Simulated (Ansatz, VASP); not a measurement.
LiPS3 in VASP and in Ansatz

INCAR

```
ALGO = Normal
EDIFF = 1E-6
ENCUT = 750
GGA = PE
GGA_COMPAT = F
ISIF = 2
ISMEAR = 0
LASPH = T
LCHARG = F
LREAL = F
LWAVE = F
NBANDS = 21
NELM = 120
PREC = Accurate
SIGMA = 0.1
```

KPOINTS

```
k-points
0
Gamma
  4 4 4
```

Contents of POSCAR:

```
LiPS3
1.0
    4.0301340328     -3.4378199799      0.0000000000
    4.0301340328      3.4378199799      0.0000000000
   -0.4755656528      0.0000000000      5.4243808447
Li P S
1 1 3
Direct
    0.0096547247      0.0096547247      0.5915019795
    0.3776444814      0.3776444814      0.7523672782
    0.0398844889      0.5212210475      0.5951139236
    0.5412902774      0.5412902774      0.0300337951
    0.5212210475      0.0398844889      0.5951139236
```

Input for Ansatz:

```yaml
crystal:
  lattice:
    - [4.0301340328, -3.4378199799, 0.0]
    - [4.0301340328, 3.4378199799, 0.0]
    - [-0.4755656528, 0.0, 5.4243808447]
  atoms:
    - { symbol: Li, position: [0.0096547247, 0.0096547247, 0.5915019795] }
    - { symbol: P, position: [0.3776444814, 0.3776444814, 0.7523672782] }
    - { symbol: S, position: [0.0398844889, 0.5212210475, 0.5951139236] }
    - { symbol: S, position: [0.5412902774, 0.5412902774, 0.0300337951] }
    - { symbol: S, position: [0.5212210475, 0.0398844889, 0.5951139236] }
basis:
  ecutwfc: 420
kpoints:
  mp_grid: { grid: [4, 4, 4] }
hamiltonian:
  xc: pbe
scf:
  occupations: { method: gaussian, width: 0.1 }
  lower_state_search: "off"
output:
  forces: true
  stress: true
  eigenvalues: true
```

Change from the starting cell: species swapped into the TlGeCl3 type (Cm, No. 8).

Alike in both runs: task single point; functional PBE; k mesh 4 × 4 × 4; occupations gaussian, width 0.1 eV; no spin polarisation.

```csv
,VASP,Ansatz
version,VASP 6.6.1,Ansatz 0.2.0
potentials or method,"VASP PAW PBE potentials, release 64 (Li_sv, P, S), cutoff 750 eV","scalar-relativistic, plane waves, PAW"
valence electrons in the cell,26,26
```

```csv
,VASP,Ansatz,Ansatz less VASP
gap on the k mesh at the Fermi level (eV),1.46,1.46,-0.003
least direct gap on the mesh (eV),1.46,1.46,-0.003
pressure (GPa),-0.3,0.0,+0.27
"traceless stress, the component that is largest in VASP (GPa)",-0.53,-0.47,+0.068
rms of the force components (eV/Å),0.146,0.123,-0.0234
```

Atom by atom the forces differ by 0.055 eV/Å (rms over components).
